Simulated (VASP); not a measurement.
A run of VASP 6.6.1 is set up as follows.

INCAR

```
SYSTEM = Li2O
ALGO = Normal
EDIFF = 1E-6
ENCUT = 750
GGA = PS
GGA_COMPAT = .FALSE.
ISIF = 2
ISMEAR = 0
LASPH = .TRUE.
LCHARG = .FALSE.
LREAL = .FALSE.
LWAVE = .FALSE.
NBANDS = 13
NELM = 120
PREC = Accurate
SIGMA = 0.01
```

Contents of KPOINTS:

```
k-points
0
G
  8 8 8
  0 0 0
```

The input POSCAR:

```
Li2O
1.0
    0.0000000000      2.3013845680      2.3013845680
    2.3013845680      0.0000000000      2.3013845680
    2.3013845680      2.3013845680      0.0000000000
Li O
2 1
Direct
    0.2500000000      0.2500000000      0.2500000000
    0.7500000000      0.7500000000      0.7500000000
    0.0000000000      0.0000000000      0.0000000000
```

Potentials or basis: VASP PAW PBE potentials, release 64 (Li_sv, O).

Command:

```sh
$ cat potpaw_PBE.64/Li_sv/POTCAR potpaw_PBE.64/O/POTCAR > POTCAR
$ mpirun -np 1 vasp_std > vasp.out
```

(1) Predict the band gap on the k mesh.

(2) Estimate the pressure.

Results:

(1) 4.84 eV, indirect (least direct gap 5.24 eV).

(2) -1.1 GPa.

Caveat: the PAW data sets were made with another functional, which shifts forces and pressure a little.
